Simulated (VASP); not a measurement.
# CuNiF6 (Fm-3m) in VASP: single point with r2SCAN+U

Aim: the single point of CuNiF6 with r2SCAN+U.

All numbers are computed with VASP 6.6.1; they aren't measurements. Logs are shortened: lines on timing, memory, paths and dates and some standing lists are left out, and cuts for length are marked.

## (1) The cell of the first run

It takes space group Fm-3m (No. 225, cubic). Conventional cell: a = 7.975 Å, b = 7.975 Å, c = 7.975 Å, α = 90.00°, β = 90.00°, γ = 90.00°. Within 2.6 Å of F (site symmetry 4mm) lie 1 Cu at 1.96 Å and 1 Ni at 2.03 Å. Cu (site symmetry m-3m) has 6 F at 1.96 Å within 2.6 Å. Ni (site symmetry m-3m) has 6 F at 2.03 Å within 2.7 Å.

## (2) Single point, r2SCAN+U, collinear spin, ferromagnetic start

Input file POSCAR:

```
CuNiF6
1.0
    0.0000000000      3.9875573600      3.9875573600
    3.9875573600      0.0000000000      3.9875573600
    3.9875573600      3.9875573600      0.0000000000
F Cu Ni
6 1 1
Direct
    0.2457500000      0.7542500000      0.2457500000
    0.2457500000      0.7542500000      0.7542500000
    0.7542500000      0.2457500000      0.7542500000
    0.7542500000      0.2457500000      0.2457500000
    0.2457500000      0.2457500000      0.7542500000
    0.7542500000      0.7542500000      0.2457500000
    0.0000000000      0.0000000000      0.0000000000
    0.5000000000      0.5000000000      0.5000000000
```

Input file INCAR.step1:

```
SYSTEM = CuNiF6
ALGO     = Normal         ! electronic algorithm
EDIFF    = 1E-4           ! SCF threshold, eV
ENCUT    = 520            ! plane-wave cutoff, eV
GGA      = PE             ! functional
ISMEAR   = -5             ! smearing method
ISPIN    = 2              ! spin polarisation
LASPH    = .True.         ! aspherical terms in the spheres
LCHARG   = .False.        ! write CHGCAR
LDAU     = .True.         ! DFT+U
LDAUJ    = 0 0 0        
LDAUL    = -1 2 2         ! shell
LDAUTYPE = 2            
LDAUU    = 0 6.2 6.19     ! U, eV
LMAXMIX  = 4              ! l up to which the mixer works
LREAL    = .False.        ! projectors in reciprocal space
LWAVE    = .True.         ! write WAVECAR
MAGMOM   = 0 0 0 0 0 0 4 3.67 ! initial moments
NELECT   = 62.0         
NELM     = 150            ! most SCF steps
PREC     = Accurate       ! precision mode
SIGMA    = 0.0557         ! smearing width, eV
```

Input file INCAR.step2:

```
SYSTEM = CuNiF6
ALGO     = Normal         ! electronic algorithm
EDIFF    = 1E-6           ! SCF threshold, eV
ENCUT    = 520            ! plane-wave cutoff, eV
ISIF     = 2              ! what is computed and relaxed
ISMEAR   = -1             ! smearing method
ISPIN    = 2              ! spin polarisation
ISTART   = 1            
LASPH    = .True.         ! aspherical terms in the spheres
LCHARG   = .False.        ! write CHGCAR
LDAU     = .True.         ! DFT+U
LDAUJ    = 0 0 0        
LDAUL    = -1 2 2         ! shell
LDAUPRINT= 1            
LDAUTYPE = 2            
LDAUU    = 0 6.2 6.19     ! U, eV
LMAXMIX  = 4              ! l up to which the mixer works
LMIXTAU  = .True.       
LORBIT   = 11             ! projections on sites
LREAL    = .False.        ! projectors in reciprocal space
LWAVE    = .False.        ! write WAVECAR
MAGMOM   = 0 0 0 0 0 0 4 3.67 ! initial moments
METAGGA  = R2SCAN         ! meta-GGA
NELECT   = 62.0         
NELM     = 150            ! most SCF steps
PREC     = Accurate       ! precision mode
SIGMA    = 0.0557         ! smearing width, eV
```

Input file KPOINTS:

```
k-points
0
Gamma
  4 4 4
  0 0 0
```

Potentials or basis: VASP PAW PBE potentials, release 64 (F, Cu, Ni).

Launch:

```bash
> cat potpaw_PBE.64/F/POTCAR potpaw_PBE.64/Cu/POTCAR potpaw_PBE.64/Ni/POTCAR > POTCAR
> cp INCAR.step1 INCAR
> mpirun -np 1 vasp_std > vasp.out
> cp INCAR.step2 INCAR
> mpirun -np 1 vasp_std > vasp.out
```

OUTCAR:

```text
SYSTEM = CuNiF6
   EDIFF = 1E-6
   ENCUT = 520
   ISIF = 2
   ISMEAR = -1
   ISPIN = 2
   ISTART = 1
   LASPH = .True.
   LORBIT = 11
   LREAL = .False.
   METAGGA = R2SCAN
   NELECT = 62.0
   NELM = 150
   PREC = Accurate

 ion  position               nearest neighbor table
   1  0.246  0.754  0.246-   7 1.96   8 2.03
   2  0.246  0.754  0.754-   7 1.96   8 2.03
   3  0.754  0.246  0.754-   7 1.96   8 2.03
   4  0.754  0.246  0.246-   7 1.96   8 2.03
   5  0.246  0.246  0.754-   7 1.96   8 2.03
   6  0.754  0.754  0.246-   7 1.96   8 2.03
   7  0.000  0.000  0.000-   1 1.96   2 1.96   3 1.96   4 1.96   5 1.96   6 1.96
   8  0.500  0.500  0.500-   1 2.03   2 2.03   3 2.03   4 2.03   5 2.03   6 2.03

  LATTYP: Found a face centered cubic cell.
 ALAT       =     7.9751147200

  Lattice vectors:

 A1 = (   0.0000000000,   3.9875573600,   3.9875573600)
 A2 = (   3.9875573600,   0.0000000000,   3.9875573600)
 A3 = (   3.9875573600,   3.9875573600,   0.0000000000)

Analysis of symmetry for initial positions (statically):
=====================================================================
 Subroutine PRICEL returns:
 Original cell was already a primitive cell.

 Routine SETGRP: Setting up the symmetry group for a
 face centered cubic supercell.

 Subroutine GETGRP returns: Found 48 space group operations
 (whereof 48 operations were pure point group operations)
 out of a pool of 48 trial point group operations.

The static configuration has the point symmetry O_h .

Analysis of symmetry for dynamics (positions and initial velocities):
=====================================================================
 Subroutine PRICEL returns:
 Original cell was already a primitive cell.

 Routine SETGRP: Setting up the symmetry group for a
 face centered cubic supercell.

 Subroutine GETGRP returns: Found 48 space group operations
 (whereof 48 operations were pure point group operations)
 out of a pool of 48 trial point group operations.

The dynamic configuration has the point symmetry O_h .

Analysis of structural, dynamic, and magnetic symmetry:
=====================================================================
 Subroutine PRICEL returns:
 Original cell was already a primitive cell.

 Routine SETGRP: Setting up the symmetry group for a
 face centered cubic supercell.

 Subroutine GETGRP returns: Found 48 space group operations
 (whereof 48 operations were pure point group operations)
 out of a pool of 48 trial point group operations.

The overall configuration has the point symmetry O_h .

 Subroutine INISYM returns: Found 48 space group operations
 (whereof 48 operations are pure point group operations),
 and found     1 'primitive' translations

----------------------------------------------------------------------------------------

                                     Primitive cell

  volume of cell :     126.8092

  direct lattice vectors                    reciprocal lattice vectors
     0.000000000  3.987557360  3.987557360    -0.125390046  0.125390046  0.125390046
     3.987557360  0.000000000  3.987557360     0.125390046 -0.125390046  0.125390046
     3.987557360  3.987557360  0.000000000     0.125390046  0.125390046 -0.125390046

  length of vectors
[... 146 lines left out ...]
  o =  0.9890  v =  0.0000  0.0000  0.0000  0.0000  0.0000  0.0000  0.1579  0.0000 -0.9875  0.0000      0.0000  0.0000  0.0000  0.0000  0.0000  0.0000  0.0000  0.0000  0.0000  0.0000
  o =  0.9890  v =  0.0000  0.0000  0.0000  0.0000  0.0000  1.0000  0.0000  0.0000  0.0000  0.0000      0.0000  0.0000  0.0000  0.0000  0.0000  0.0000  0.0000  0.0000  0.0000  0.0000
  o =  0.9890  v =  0.0000  0.0000  0.0000  0.0000  0.0000  0.0000 -0.9875 -0.0000 -0.1579 -0.0000      0.0000  0.0000  0.0000  0.0000  0.0000  0.0000  0.0000  0.0000  0.0000  0.0000
  o =  1.0241  v =  0.0000  0.0000  0.9995 -0.0000 -0.0306  0.0000  0.0000  0.0000  0.0000  0.0000      0.0000  0.0000  0.0000  0.0000  0.0000  0.0000  0.0000  0.0000  0.0000  0.0000
  o =  1.0241  v =  0.0000  0.0000  0.0306 -0.0000  0.9995  0.0000  0.0000  0.0000  0.0000  0.0000      0.0000  0.0000  0.0000  0.0000  0.0000  0.0000  0.0000  0.0000  0.0000  0.0000

atom =   8  type =  3  l = 2

 onsite density matrix

spin component  1

  0.9860  0.0000 -0.0000  0.0000 -0.0000
  0.0000  0.9860  0.0000 -0.0000 -0.0000
 -0.0000  0.0000  1.0319 -0.0000 -0.0000
  0.0000 -0.0000 -0.0000  0.9860 -0.0000
 -0.0000 -0.0000 -0.0000 -0.0000  1.0319

spin component  2

  0.9479  0.0000 -0.0000 -0.0000  0.0000
  0.0000  0.9479 -0.0000 -0.0000  0.0000
 -0.0000 -0.0000  0.0698 -0.0000 -0.0000
 -0.0000 -0.0000 -0.0000  0.9479  0.0000
  0.0000  0.0000 -0.0000  0.0000  0.0698

 occupancies and eigenvectors

  o =  0.0698  v =  0.0000  0.0000  0.0000  0.0000  0.0000  0.0000  0.0000 -1.0000  0.0000 -0.0093      0.0000  0.0000  0.0000  0.0000  0.0000  0.0000  0.0000  0.0000  0.0000  0.0000
  o =  0.0698  v =  0.0000  0.0000  0.0000  0.0000  0.0000  0.0000  0.0000  0.0093 -0.0000 -1.0000      0.0000  0.0000  0.0000  0.0000  0.0000  0.0000  0.0000  0.0000  0.0000  0.0000
  o =  0.9479  v =  0.0000  0.0000  0.0000  0.0000  0.0000  1.0000  0.0000  0.0000  0.0000  0.0000      0.0000  0.0000  0.0000  0.0000  0.0000  0.0000  0.0000  0.0000  0.0000  0.0000
  o =  0.9479  v =  0.0000  0.0000  0.0000  0.0000  0.0000  0.0000 -0.9835  0.0000  0.1811  0.0000      0.0000  0.0000  0.0000  0.0000  0.0000  0.0000  0.0000  0.0000  0.0000  0.0000
  o =  0.9479  v =  0.0000  0.0000  0.0000  0.0000  0.0000  0.0000 -0.1811 -0.0000 -0.9835  0.0000      0.0000  0.0000  0.0000  0.0000  0.0000  0.0000  0.0000  0.0000  0.0000  0.0000
  o =  0.9860  v =  0.0000 -0.7868  0.0000  0.6172 -0.0000  0.0000  0.0000  0.0000  0.0000  0.0000      0.0000  0.0000  0.0000  0.0000  0.0000  0.0000  0.0000  0.0000  0.0000  0.0000
  o =  0.9860  v =  0.0000  0.6172 -0.0000  0.7868  0.0000  0.0000  0.0000  0.0000  0.0000  0.0000      0.0000  0.0000  0.0000  0.0000  0.0000  0.0000  0.0000  0.0000  0.0000  0.0000
  o =  0.9860  v =  1.0000  0.0000  0.0000  0.0000  0.0000  0.0000  0.0000  0.0000  0.0000  0.0000      0.0000  0.0000  0.0000  0.0000  0.0000  0.0000  0.0000  0.0000  0.0000  0.0000
  o =  1.0319  v =  0.0000 -0.0000 -1.0000 -0.0000  0.0025  0.0000  0.0000  0.0000  0.0000  0.0000      0.0000  0.0000  0.0000  0.0000  0.0000  0.0000  0.0000  0.0000  0.0000  0.0000
  o =  1.0319  v =  0.0000 -0.0000  0.0025  0.0000  1.0000  0.0000  0.0000  0.0000  0.0000  0.0000      0.0000  0.0000  0.0000  0.0000  0.0000  0.0000  0.0000  0.0000  0.0000  0.0000

 number of electron      61.9999998 magnetization       5.9999937

 Free energy of the ion-electron system (eV)
  ---------------------------------------------------
  ext. energy  EPLUGINS =         0.00000000
  ---------------------------------------------------
  free energy    TOTEN  =       -45.79014850 eV

  energy without entropy =      -45.68951884  energy(sigma->0) =      -45.73983367

 E-fermi :  -4.5715     XC(G=0):  -8.4061

 val. band max:       -4.5817367628   @ k =   0.5000   0.2500   0.0000
 cond. band min:      -4.5584541562   @ k =   0.5000   0.2500   0.0000
 fundamental gap:      0.0232826067
 Fermi energy:        -4.5715475015

 spin component 1

 k-point     1 :       0.0000    0.0000    0.0000
  band No.  band energies     occupation
      1     -26.8917      1.00000
      2     -26.4187      1.00000
      3     -26.4187      1.00000
      4     -26.4187      1.00000
      5     -26.3949      1.00000
      6     -26.3949      1.00000
[... 341 lines left out ...]
     40      10.7623      0.00000
     41      11.2924      0.00000
 Fermi energy:        -4.5715475015

 spin component 2

 k-point     1 :       0.0000    0.0000    0.0000
  band No.  band energies     occupation
      1     -25.9569      1.00000
      2     -25.4412      1.00000
      3     -25.4412      1.00000
      4     -25.4412      1.00000
      5     -25.2903      1.00000
      6     -25.2903      1.00000
[... 341 lines left out ...]
     40      11.1947      0.00000
     41      11.5121      0.00000

------------------------ aborting loop because EDIFF is reached ----------------------------------------

  FORCE on cell =-STRESS in cart. coord.  units (eV):
  Direction    XX          YY          ZZ          XY          YZ          ZX
  --------------------------------------------------------------------------------------
  -------------------------------------------------------------------------------------
  Total      -13.4562258    -13.4562258    -13.4562258      0.0000000      0.0000000     -0.0000000
  in kB     -170.0133487   -170.0133487   -170.0133487      0.0000000      0.0000000     -0.0000000
  external PRESSURE =    -170.0133487 kB  Pullay stress =       0.0000000 kB

 VOLUME and BASIS-vectors are now :
 -----------------------------------------------------------------------------
  energy-cutoff  :      520.00
  volume of cell :      126.81
      direct lattice vectors                 reciprocal lattice vectors
     0.000000000  3.987557360  3.987557360    -0.125390046  0.125390046  0.125390046
     3.987557360  0.000000000  3.987557360     0.125390046 -0.125390046  0.125390046
     3.987557360  3.987557360  0.000000000     0.125390046  0.125390046 -0.125390046

 POSITION                                       TOTAL-FORCE (eV/Angst)
 -----------------------------------------------------------------------------------
      3.98756      1.95988      3.98756        -0.000000     -0.868027     -0.000000
      6.01523      3.98756      3.98756         0.868027      0.000000     -0.000000
      3.98756      6.01523      3.98756        -0.000000      0.868027     -0.000000
      1.95988      3.98756      3.98756        -0.868027      0.000000     -0.000000
      3.98756      3.98756      1.95988        -0.000000      0.000000     -0.868027
      3.98756      3.98756      6.01523        -0.000000      0.000000      0.868027
      0.00000      0.00000      0.00000        -0.000000     -0.000000     -0.000000
      3.98756      3.98756      3.98756        -0.000000     -0.000000     -0.000000
 -----------------------------------------------------------------------------------
    total drift:                               -0.000000     -0.000000      0.000000

  FREE ENERGIE OF THE ION-ELECTRON SYSTEM (eV)
  ---------------------------------------------------
  free  energy   TOTEN  =       -45.7901485020 eV

  energy  without entropy=      -45.6895188419  energy(sigma->0) =      -45.73983367

 total charge

# of ion       s       p       d       tot
------------------------------------------
    1        1.744   4.239   0.000   5.983
    2        1.744   4.239   0.000   5.983
    3        1.744   4.239   0.000   5.983
    4        1.744   4.239   0.000   5.983
    5        1.744   4.239   0.000   5.983
    6        1.744   4.239   0.000   5.983
    7        0.302   0.396   8.642   9.340
    8        0.239   0.311   7.985   8.534
--------------------------------------------------
tot         11.007  26.137  16.627  53.772

 magnetization (x)

# of ion       s       p       d       tot
------------------------------------------
    1        0.005   0.397   0.000   0.403
    2        0.005   0.397   0.000   0.403
    3        0.005   0.397   0.000   0.403
    4        0.005   0.397   0.000   0.403
    5        0.005   0.397   0.000   0.403
    6        0.005   0.397   0.000   0.403
    7       -0.009  -0.011   1.372   1.353
    8        0.011   0.014   2.036   2.061
--------------------------------------------------
tot          0.035   2.386   3.408   5.830
```

It took 3.8 min on 1 thread of Intel Xeon 6975P-C (Granite Rapids), shared host; peak memory 0.38 GiB.

What came out:

- Free energy: -45.7901 eV
- Largest force: 0.868 eV/Å
- Net moment: 6.00 μB per cell
- Site moments: F +0.40; Cu +1.35; Ni +2.06 μB
- Valence electrons inside the program's atomic spheres: F 5.98; Cu 9.34; Ni 8.53

Forces on the atoms (eV/Å):
```
F    0.000 -0.868  0.000
F    0.868  0.000  0.000
F    0.000  0.868  0.000
F   -0.868  0.000  0.000
F    0.000  0.000 -0.868
F    0.000  0.000  0.868
Cu   0.000  0.000  0.000
Ni   0.000  0.000  0.000
```

Levels at points of the mesh, in eV from the Fermi level:
Spin up:
```csv
k point,band 30,band 31,band 32,band 33,band 34,band 35,band 36,band 37,band 38,band 39
"(0.00, 0.00, 0.00)",-0.89,-0.89,-0.89,-0.62,-0.62,7.49,12.80,13.76,14.04,14.21
"(0.50, 0.00, 0.00)",-1.11,-1.11,-1.11,-1.04,-1.04,9.86,9.93,13.34,13.50,15.26
"(0.50, 0.50, 0.00)",-1.36,-1.12,-1.12,-0.89,-0.62,9.84,11.83,11.89,13.59,13.59
```
Spin down:
```csv
k point,band 25,band 26,band 27,band 28,band 29,band 30
"(0.00, 0.00, 0.00)",-0.32,-0.32,-0.32,0.22,0.22,0.22
"(0.50, 0.00, 0.00)",-0.18,-0.18,-0.17,-0.17,-0.09,-0.02
"(0.50, 0.50, 0.00)",-0.42,-0.31,-0.31,0.05,0.05,0.22
```

Eigenvalues of the final occupation matrices:
```
    site  spin  trace               eigenvalues
site 7 d     1   5.01  0.99 0.99 0.99 1.02 1.02
site 7 d     2   3.64  0.34 0.34 0.99 0.99 0.99
site 8 d     1   5.02  0.99 0.99 0.99 1.03 1.03
site 8 d     2   2.98  0.07 0.07 0.95 0.95 0.95
```

Caveat: the cell carries a net charge on a neutralising background, which shifts energy and pressure; the cell is charged against a uniform background, so pressure and absolute levels hang on convention; the PAW data sets were made with another functional, which shifts forces and pressure a little.
